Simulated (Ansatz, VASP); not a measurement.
# TaN in VASP and in Ansatz

The input INCAR:

```
SYSTEM = TaN
PREC     = Accurate       ! precision mode
ENCUT    = 520            ! plane-wave cutoff, eV
EDIFF    = 1E-6           ! SCF threshold, eV
ISMEAR   = -1             ! smearing method
SIGMA    = 0.05           ! smearing width, eV
LREAL    = .FALSE.        ! projectors in reciprocal space
LASPH    = .TRUE.         ! aspherical terms in the spheres
NELM     = 60             ! most SCF steps
ALGO     = Normal         ! electronic algorithm
ISIF     = 2              ! what is computed and relaxed
LWAVE    = .FALSE.        ! write WAVECAR
LCHARG   = .FALSE.        ! write CHGCAR
GGA      = PE             ! functional
NBANDS   = 24             ! bands
```

File KPOINTS:

```
Automatic mesh
0
G
  10 10 6
  0 0 0
```

Contents of POSCAR:

```
TaN
1.0
    3.0480018400      0.0000000000      0.0000000000
   -1.5240009200      2.6396470300      0.0000000000
    0.0000000000      0.0000000000      4.9179997800
Ta N
2 2
Direct
    0.0176010000     -0.0052160000     -0.0093130000
    0.0032460000     -0.0003330000      0.4990450000
    0.3239960000      0.6599410000      0.2570440000
    0.6634920000      0.3339400000      0.7444390000
```

Contents of input.yaml:

```yaml
crystal:
  lattice:
    - [3.04800184, 0.0, 0.0]
    - [-1.52400092, 2.63964703, 0.0]
    - [0.0, 0.0, 4.91799978]
  atoms:
    - { symbol: Ta, position: [0.017601, -0.005216, -0.009313] }
    - { symbol: Ta, position: [0.003246, -0.000333, 0.499045] }
    - { symbol: "N", position: [0.323996, 0.659941, 0.257044] }
    - { symbol: "N", position: [0.663492, 0.33394, 0.744439] }
hamiltonian:
  xc: pbe
  pseudopotentials: { kind: paw }
kpoints:
  mp_grid: { grid: [10, 10, 6] }
scf:
  occupations: { method: fermi_dirac, width: 0.05 }
output:
  forces: true
  stress: true
  eigenvalues: true
```

Change from the starting cell: atoms moved at random, drawn with an rms of 0.05 Å.

Alike in both runs: task single point; functional PBE; k mesh 10 × 10 × 6; occupations fermi-dirac, width 0.05 eV; no spin polarisation.

|  | VASP | Ansatz |
| --- | --- | --- |
| version | VASP 6.6.1 | Ansatz 0.2.0 |
| potentials or method | VASP PAW PBE potentials, release 64 (Ta_pv, N) | Ansatz PAW |
| plane-wave cutoff (eV) | 520 | 420 |
| valence electrons in the cell | 32 | 36 |

Ansatz gave:

```
gap on the k mesh at the Fermi level (eV) : none
rms of the force components (eV/Å)        : 0.799
```

Estimate VASP's values.

gap on the k mesh at the Fermi level (eV): none; rms of the force components (eV/Å): 0.809.

Atom by atom the forces differ by 0.010 eV/Å (rms over components). A gap of «none» marks a metal or a gap that the smearing closes. The functional is the same, so the differences come from potentials, cutoffs and numerics. VASP's potentials hold 32 valence electrons a cell and Ansatz's 36, so a difference there can come from the potentials and not from the codes.

Neither program's run includes spin-orbit coupling. Noted on Ansatz's run: the cell as given lies far from equilibrium.
